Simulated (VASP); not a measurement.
Input of a VASP 6.6.1 run:

The input POSCAR:

```
AgCl
1.0
    0.0000000000      2.9630097947      2.9630097947
    2.9630097947      0.0000000000      2.9630097947
    2.9630097947      2.9630097947      0.0000000000
Ag Cl
1 1
Direct
    0.0000000000      0.0000000000      0.0000000000
    0.2500000000      0.2500000000      0.2500000000
```

Contents of INCAR.step1:

```
SYSTEM = AgCl
PREC = Accurate
ENCUT = 520
ISMEAR = 0
SIGMA = 0.01
LREAL = .FALSE.
LASPH = .TRUE.
NELM = 80
NBANDS = 16
GGA = PE
ALGO = Normal
EDIFF = 1E-4
LWAVE = .TRUE.
LCHARG = .FALSE.
```

INCAR.step2

```
SYSTEM = AgCl
PREC = Accurate
ENCUT = 520
EDIFF = 1E-6
ISMEAR = 0
SIGMA = 0.01
LREAL = .FALSE.
LASPH = .TRUE.
NELM = 80
ALGO = Normal
ISIF = 2
LWAVE = .FALSE.
LCHARG = .TRUE.
METAGGA = R2SCAN
LMIXTAU = .TRUE.
LELF = .TRUE.
LVHAR = .TRUE.
NBANDS = 16
ISTART = 1
```

The input KPOINTS:

```
Automatic mesh
0
G
  6 6 6
  0 0 0
```

Potentials or basis: VASP PAW PBE potentials, release 64 (Ag, Cl).

Command:

```sh
$ cat potpaw_PBE.64/Ag/POTCAR potpaw_PBE.64/Cl/POTCAR > POTCAR
$ cp INCAR.step1 INCAR
$ mpirun -np 1 vasp_std > vasp.out
$ cp INCAR.step2 INCAR
$ mpirun -np 1 vasp_std > vasp.out
```

(1) Estimate the pressure.

(2) Estimate the band gap on the k mesh.

## Answers

(1) 1.1 GPa.

(2) 1.56 eV, direct.

Caveat: the PAW data sets were made with another functional, which shifts forces and pressure a little.
